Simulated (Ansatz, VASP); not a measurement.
**GaSb: VASP beside Ansatz**

```
Ga Sb
1.0
     0.00000    3.14106    2.89899
     2.89899    0.00000    2.89899
     2.89899    3.14106    0.00000
Ga Sb
1 1
Direct
  0.00000 0.00000 0.00000
  0.75000 0.75000 0.75000
```

Alike in both runs: task single point; functional PBE; k mesh 14 × 14 × 14; occupations gaussian, width 0.15 eV; no spin polarisation.

|  | VASP | Ansatz |
| --- | --- | --- |
| version | VASP 6.6.1 | Ansatz 0.2.0 |
| potentials or method | VASP PAW PBE potentials, release 64 (Ga_d, Sb), cutoff 520 eV | scalar-relativistic, plane waves, PAW |
| valence electrons in the cell | 18 | 28 |

|  | VASP | Ansatz | Ansatz less VASP |
| --- | --- | --- | --- |
| gap on the k mesh at the Fermi level (eV) | 0.28 | 0.29 | +0.007 |
| least direct gap on the mesh (eV) | 0.39 | 0.39 | +0.001 |
| pressure (GPa) | 7.8 | 7.7 | -0.09 |
| traceless stress, the component that is largest in VASP (GPa) | -2.72 | -2.72 | -0.003 |

With one functional, cell and mesh, what is left measures potentials, basis and numerics. VASP's potentials hold 18 valence electrons a cell and Ansatz's 28, so a difference there can come from the potentials and not from the codes.

Spin-orbit coupling is off throughout.
